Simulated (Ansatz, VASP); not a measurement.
## Al2P3 in VASP and in Ansatz

```
Al P
1.0
     4.63907    0.00000    0.00000
     0.00000    4.63907    0.00000
     0.00000    0.00000    4.77263
Al P
2 3
Direct
  0.50000 0.00000 0.00000
  0.00000 0.50000 0.00000
  0.50000 0.00000 0.50000
  0.00000 0.50000 0.50000
  0.00000 0.00000 0.00000
```

Alike in both runs: functional PBE; k mesh 4 × 4 × 4; occupations gaussian, width 0.1 eV; no spin polarisation.

Ansatz relaxed the structure, and its values are those at the end. VASP's run is a single point on that final structure, the one shown.

|  | VASP | Ansatz |
| --- | --- | --- |
| version | VASP 6.6.1 | Ansatz 0.2.0 |
| potentials or method | VASP PAW PBE potentials, release 64 (Al, P), cutoff 520 eV | scalar-relativistic, plane waves, PAW |
| valence electrons in the cell | 21 | 21 |

```csv
,VASP,Ansatz,Ansatz less VASP
gap on the k mesh at the Fermi level (eV),none,none,-
pressure (GPa),0.1,0.2,+0.05
```

A gap of «none» marks a metal or a gap that the smearing closes.
